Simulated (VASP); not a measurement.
# Si (a cell with a defect) in VASP: relaxation of the atoms with PBE

Aim: the relaxation of the atoms of Si (a cell with a defect) with PBE.

All numbers are computed with VASP 6.6.1; they aren't measurements. Logs are shortened: lines on timing, memory, paths and dates and some standing lists are left out, and cuts for length are marked.

### 1 The cell of the first run

The cell holds a defect, 17 atoms: a = 7.679 Å, b = 7.679 Å, c = 7.679 Å, α = 60.00°, β = 60.00°, γ = 60.00°.

### 2 Relaxation of the atoms, PBE

Input file INCAR:

```
SYSTEM = Si
ALGO = Normal
EDIFF = 1E-6
EDIFFG = -0.03
ENCUT = 520
GGA = PE
IBRION = 2
ISIF = 2
ISMEAR = -1
LASPH = .TRUE.
LCHARG = .FALSE.
LREAL = Auto
LWAVE = .FALSE.
NELM = 60
NSW = 80
PREC = Accurate
SIGMA = 0.02
```

Input file KPOINTS:

```
k-points
0
G
  2 2 2
  0 0 0
```

Input file POSCAR:

```
Si
1.0
    0.0000000000      5.4300000000      5.4300000000
    5.4300000000      0.0000000000      5.4300000000
    5.4300000000      5.4300000000      0.0000000000
Si
17
Direct
    0.0000000000      0.0000000000      0.0000000000
    0.1250000000      0.1250000000      0.1250000000
    0.0000000000      0.0000000000      0.5000000000
    0.1250000000      0.1250000000      0.6250000000
    0.0000000000      0.5000000000      0.0000000000
    0.1250000000      0.6250000000      0.1250000000
    0.0000000000      0.5000000000      0.5000000000
    0.1250000000      0.6250000000      0.6250000000
    0.5000000000      0.0000000000      0.0000000000
    0.6250000000      0.1250000000      0.1250000000
    0.5000000000      0.0000000000      0.5000000000
    0.6250000000      0.1250000000      0.6250000000
    0.5000000000      0.5000000000      0.0000000000
    0.6250000000      0.6250000000      0.1250000000
    0.5000000000      0.5000000000      0.5000000000
    0.6250000000      0.6250000000      0.6250000000
    0.8756242000      0.8762505000      0.8725662000
```

Potentials or basis: VASP PAW PBE potentials, release 64 (Si).

On the command line:

```console
$ cat potpaw_PBE.64/Si/POTCAR > POTCAR
$ mpirun -np 1 vasp_std > vasp.out
```

OUTCAR:

```text
SYSTEM = Si
   EDIFF = 1E-6
   EDIFFG = -0.03
   ENCUT = 520
   GGA = PE
   IBRION = 2
   ISIF = 2
   ISMEAR = -1
   LASPH = .TRUE.
   LREAL = Auto
   NELM = 60
   NSW = 80
   PREC = Accurate

 ion  position               nearest neighbor table
   1  0.000  0.000  0.000-   2 2.35   4 2.35   6 2.35  10 2.35  17 2.35
   2  0.125  0.125  0.125-   1 2.35   3 2.35   5 2.35   9 2.35
   3  0.000  0.000  0.500-  17 2.34   4 2.35   8 2.35  12 2.35   2 2.35
   4  0.125  0.125  0.625-   1 2.35   3 2.35   7 2.35  11 2.35  17 2.70
   5  0.000  0.500  0.000-   2 2.35   6 2.35   8 2.35  14 2.35  17 2.36
   6  0.125  0.625  0.125-   1 2.35   5 2.35   7 2.35  13 2.35  17 2.72
   7  0.000  0.500  0.500-   4 2.35   6 2.35   8 2.35  16 2.35
   8  0.125  0.625  0.625-   3 2.35   5 2.35   7 2.35  15 2.35  17 2.71
   9  0.500  0.000  0.000-   2 2.35  10 2.35  12 2.35  14 2.35  17 2.36
  10  0.625  0.125  0.125-   1 2.35   9 2.35  11 2.35  13 2.35  17 2.72
  11  0.500  0.000  0.500-   4 2.35  10 2.35  12 2.35  16 2.35
  12  0.625  0.125  0.625-   3 2.35   9 2.35  11 2.35  15 2.35  17 2.71
  13  0.500  0.500  0.000-   6 2.35  10 2.35  14 2.35  16 2.35
  14  0.625  0.625  0.125-   5 2.35   9 2.35  13 2.35  15 2.35  17 2.73
  15  0.500  0.500  0.500-   8 2.35  12 2.35  14 2.35  16 2.35
  16  0.625  0.625  0.625-   7 2.35  11 2.35  13 2.35  15 2.35
  17  0.876  0.876  0.873-   3 2.34   1 2.35   9 2.36   5 2.36   4 2.70  12 2.71   8 2.71  10 2.72
                             6 2.72  14 2.73

  LATTYP: Found a face centered cubic cell.
 ALAT       =    10.8600000000

  Lattice vectors:

 A1 = (   0.0000000000,   5.4300000000,   5.4300000000)
 A2 = (   5.4300000000,   0.0000000000,   5.4300000000)
 A3 = (   5.4300000000,   5.4300000000,   0.0000000000)

Analysis of symmetry for initial positions (statically):
=====================================================================
 Subroutine PRICEL returns:
 Original cell was already a primitive cell.

 Routine SETGRP: Setting up the symmetry group for a
 face centered cubic supercell.

 Subroutine GETGRP returns: Found  1 space group operations
 (whereof  1 operations were pure point group operations)
 out of a pool of 48 trial point group operations.

The static configuration has the point symmetry C_1 .

Analysis of symmetry for dynamics (positions and initial velocities):
=====================================================================
 Subroutine PRICEL returns:
 Original cell was already a primitive cell.

 Routine SETGRP: Setting up the symmetry group for a
 face centered cubic supercell.

 Subroutine GETGRP returns: Found  1 space group operations
 (whereof  1 operations were pure point group operations)
 out of a pool of 48 trial point group operations.

The dynamic configuration has the point symmetry C_1 .

 Subroutine INISYM returns: Found  1 space group operations
 (whereof  1 operations are pure point group operations),
 and found     1 'primitive' translations

----------------------------------------------------------------------------------------

                                     Primitive cell

  volume of cell :     320.2060

  direct lattice vectors                    reciprocal lattice vectors
     0.000000000  5.430000000  5.430000000    -0.092081031  0.092081031  0.092081031
     5.430000000  0.000000000  5.430000000     0.092081031 -0.092081031  0.092081031
     5.430000000  5.430000000  0.000000000     0.092081031  0.092081031 -0.092081031

  length of vectors
     7.679179644  7.679179644  7.679179644     0.159489025  0.159489025  0.159489025

  position of ions in fractional coordinates (direct lattice)
     0.000000000  0.000000000  0.000000000
     0.125000000  0.125000000  0.125000000
     0.000000000  0.000000000  0.500000000
     0.125000000  0.125000000  0.625000000
     0.000000000  0.500000000  0.000000000
     0.125000000  0.625000000  0.125000000
[... 9 lines left out ...]
     0.625000000  0.625000000  0.625000000
     0.875624200  0.876250500  0.872566200

  ion indices of the primitive-cell ions
   primitive index   ion index
                 1           1
                 2           2
                 3           3
                 4           4
                 5           5
                 6           6
[... 9 lines left out ...]
                16          16
                17          17

----------------------------------------------------------------------------------------

 KPOINTS: k-points

Automatic generation of k-mesh.
 Grid dimensions read from file:
 generate k-points for:    2    2    2

 Generating k-lattice:

  Cartesian coordinates                     Fractional coordinates (reciprocal lattice)
    -0.046040516  0.046040516  0.046040516     0.500000000  0.000000000  0.000000000
     0.046040516 -0.046040516  0.046040516     0.000000000  0.500000000  0.000000000
     0.046040516  0.046040516 -0.046040516     0.000000000  0.000000000  0.500000000

  Length of vectors
     0.079744512  0.079744512  0.079744512

  Shift w.r.t. Gamma in fractional coordinates (k-lattice)
     0.000000000  0.000000000  0.000000000

 Subroutine IBZKPT returns following result:
 ===========================================

 Found      8 irreducible k-points:

 Following reciprocal coordinates:
            Coordinates               Weight
  0.000000  0.000000  0.000000      1.000000
  0.500000  0.000000  0.000000      1.000000
  0.000000  0.500000  0.000000      1.000000
  0.000000  0.000000  0.500000      1.000000
  0.500000  0.500000  0.500000      1.000000
  0.500000  0.500000  0.000000      1.000000
  0.000000  0.500000  0.500000      1.000000
  0.500000  0.000000  0.500000      1.000000
   k-points           NKPTS =      8   k-points in BZ     NKDIM =      8   number of bands    NBANDS=     43
   number of dos      NEDOS =    301   number of ions     NIONS =     17
   total plane-waves  NPLWV = 216000
   dimension x,y,z NGX =    60 NGY =   60 NGZ =   60
   dimension x,y,z NGXF=   120 NGYF=  120 NGZF=  120
   ions per type =              17
   NGX,Y,Z   is equivalent  to a cutoff of  12.99, 12.99, 12.99 a.u.
   NGXF,Y,Z  is equivalent  to a cutoff of  25.98, 25.98, 25.98 a.u.
 SYSTEM =  Si
   PREC   = accura    normal or accurate (medium, high low for compatibility)
   ISTART =      0    job   : 0-new  1-cont  2-samecut
   ICHARG =      2    charge: 1-file 2-atom 10-const
   ISPIN  =      1    spin polarized calculation?
   LNONCOLLINEAR =      F non collinear calculations
   LSORBIT =      F    spin-orbit coupling
   LASPH  =      T    aspherical Exc in radial PAW
   ENCUT  =  520.0 eV  38.22 Ry    6.18 a.u.  14.28 14.28 14.28*2*pi/ulx,y,z
   NELM   =     60;   NELMIN=  2; NELMDL= -5     # of ELM steps
   EDIFF  = 0.1E-05   stopping-criterion for ELM
   LREAL  =      T    real-space projection
   EDIFFG = -.3E-01   stopping-criterion for IOM
   NSW    =     80    number of steps for IOM
   IBRION =      2    ionic relax: 0-MD 1-quasi-New 2-CG
   NFREE  =      1    steps in history (QN), initial steepest desc. (CG)
   ISIF   =      2    stress and relaxation
   ISYM   =      2    0-nonsym 1-usesym 2-fastsym
   POTIM  = 0.5000    time-step for ionic-motion
   TEBEG  =    0.0;   TEEND  =   0.0 temperature during run
   PSTRESS=    0.0 pullay stress
   NELECT =      68.0000    total number of electrons
   NUPDOWN=      -1.0000    fix difference up-down
   EMIN   =  10.00;   EMAX   =-10.00  energy-range for DOS
   EFERMI =   0.00;   METHOD = LEGACY
   ISMEAR =    -1;   SIGMA  =   0.02  broadening in eV -4-tet -1-fermi 0-gaus
   EFERMI_NEDOS =   21; number of points for ismear=-14 and -15
   IALGO  =     38    algorithm
   IMIX   =      4    mixing-type and parameters
     AMIX     =   0.40;   BMIX     =  1.00
     AMIX_MAG =   1.60;   BMIX_MAG =  1.00
  volume/ion in A,a.u.               =      18.84       127.11
  Fermi-wavevector in a.u.,A,eV,Ry     =   0.976715  1.845724 12.979587  0.953973
  Thomas-Fermi vector in A             =   2.107356
   LORBIT       =      0    0 simple, 1 ext, 2 COOP (PROOUT), +10 PAW based schemes
   GGA     = PE    functional components
   LHFCALC =     F    Hartree Fock is set to
   AEXX    =    0.0000 exact exchange contribution
   IVDW    =     0    specifies the selected vdW correction
   LEPSILON=     F    determine dielectric tensor
   LRPA    =     F    only Hartree local field effects (RPA)
 conjugate gradient relaxation of ions
 non-spin polarized calculation
  energy-cutoff  :      520.00
  volume of cell :      320.21
 maximum number of plane-waves:      8646
 NGX is ok and might be reduce to    60
   NGX = 29   NGY = 29   NGZ = 29

--------------------------------------- Ionic step        1  -------------------------------------------

 number of electron      68.0000004 magnetization

 Free energy of the ion-electron system (eV)
  ---------------------------------------------------
  ext. energy  EPLUGINS =         0.00000000
  ---------------------------------------------------
  free energy    TOTEN  =       -87.87606987 eV

  energy without entropy =      -87.86650329  energy(sigma->0) =      -87.87128658

------------------------ aborting loop because EDIFF is reached ----------------------------------------

  FORCE on cell =-STRESS in cart. coord.  units (eV):
  Direction    XX          YY          ZZ          XY          YZ          ZX
  --------------------------------------------------------------------------------------
  -------------------------------------------------------------------------------------
  Total       11.6374877     11.6389181     11.6396008      0.1315441     -0.0842977     -0.1271374
  in kB       58.2291343     58.2362915     58.2397071      0.6581916     -0.4217905     -0.6361425
  external PRESSURE =      58.2350443 kB  Pullay stress =       0.0000000 kB
[... 240 lines left out ...]
  energy  without entropy=      -87.9857316382  energy(sigma->0) =      -87.99084393

--------------------------------------- Ionic step        6  -------------------------------------------

 number of electron      68.0000001 magnetization

 Free energy of the ion-electron system (eV)
  ---------------------------------------------------
  ext. energy  EPLUGINS =         0.00000000
  ---------------------------------------------------
  free energy    TOTEN  =       -87.99606940 eV

  energy without entropy =      -87.98585933  energy(sigma->0) =      -87.99096437

 E-fermi :   6.9113     XC(G=0):  -9.6743

 val. band max:        6.6754083030   @ k =   0.0000   0.0000   0.0000
 cond. band min:       6.9260784026   @ k =   0.0000   0.5000   0.5000
 fundamental gap:      0.2506700995
 Fermi energy:         6.9113312685

 k-point     1 :       0.0000    0.0000    0.0000
  band No.  band energies     occupation
      1      -6.3193      2.00000
      2      -3.7740      2.00000
      3      -3.6281      2.00000
      4      -3.6281      2.00000
      5      -3.6280      2.00000
      6      -2.8083      2.00000
[... 401 lines left out ...]
  FREE ENERGIE OF THE ION-ELECTRON SYSTEM (eV)
  ---------------------------------------------------
  free  energy   TOTEN  =       -87.9960694037 eV

  energy  without entropy=      -87.9858593287  energy(sigma->0) =      -87.99096437

 reached required accuracy - stopping structural energy minimisation
```

It took 8.7 min on 1 thread of Intel Xeon Platinum 8259CL at 2.50GHz (Skylake/Cascade Lake), shared host; peak memory 0.54 GiB.

What came out:

```
Free energy                  : -87.9961 eV
Energy gained by relaxing    : 7.1 meV/atom
Ionic steps                  : 6
Pressure after relaxing      : 5.3 GPa
Largest force after relaxing : 0.013 eV/Å
Band gap on the k mesh       : zero (bands 34 and 35 overlap by 0.25 eV)
```

Forces in eV/Å, atoms in the order of the input:
```
Si   0.004  0.003  0.008
Si  -0.002 -0.003  0.004
Si   0.008  0.007 -0.007
Si  -0.004 -0.003 -0.004
Si  -0.010  0.006 -0.006
Si   0.002 -0.002  0.000
Si  -0.002  0.002  0.001
Si   0.004 -0.004  0.004
Si   0.004 -0.008 -0.003
Si  -0.002  0.001 -0.001
Si   0.002 -0.002  0.002
Si  -0.004  0.004  0.003
Si  -0.001 -0.001  0.001
Si   0.001  0.000  0.002
Si  -0.002 -0.001 -0.002
Si   0.001  0.001 -0.001
Si   0.001  0.002 -0.002
```

The path:
```csv
step,energy change (eV),largest force (eV/Å),pressure (GPa)
1,0.0000,0.9583,5.82
2,-0.1173,0.1048,5.36
3,-0.1180,0.1081,5.33
4,-0.1196,0.0323,5.34
5,-0.1199,0.0378,5.34
6,-0.1200,0.0134,5.34
```

Final structure:
```
CELL_PARAMETERS angstrom
0.00000 5.43000 5.43000
5.43000 0.00000 5.43000
5.43000 5.43000 0.00000
ATOMIC_POSITIONS crystal
Si 0.00209 0.00209 0.00211
Si 0.12513 0.12526 0.12450
Si 0.00235 0.00235 0.49295
Si 0.12803 0.12804 0.62192
Si 0.00203 0.49389 0.00205
Si 0.12800 0.62203 0.12796
Si 0.99859 0.50050 0.50042
Si 0.12803 0.62203 0.62192
Si 0.49373 0.00208 0.00211
Si 0.62201 0.12802 0.12796
Si 0.50049 0.99858 0.50043
Si 0.62201 0.12804 0.62192
Si 0.50045 0.50046 0.99864
Si 0.62201 0.62203 0.12796
Si 0.50049 0.50050 0.50042
Si 0.62500 0.62500 0.62500
Si 0.87518 0.87537 0.87429
```

Caveat: the k points lie up to 0.50 Å⁻¹ apart.

The gap in the log of VASP goes by the Fermi energy; the results here count the filled bands.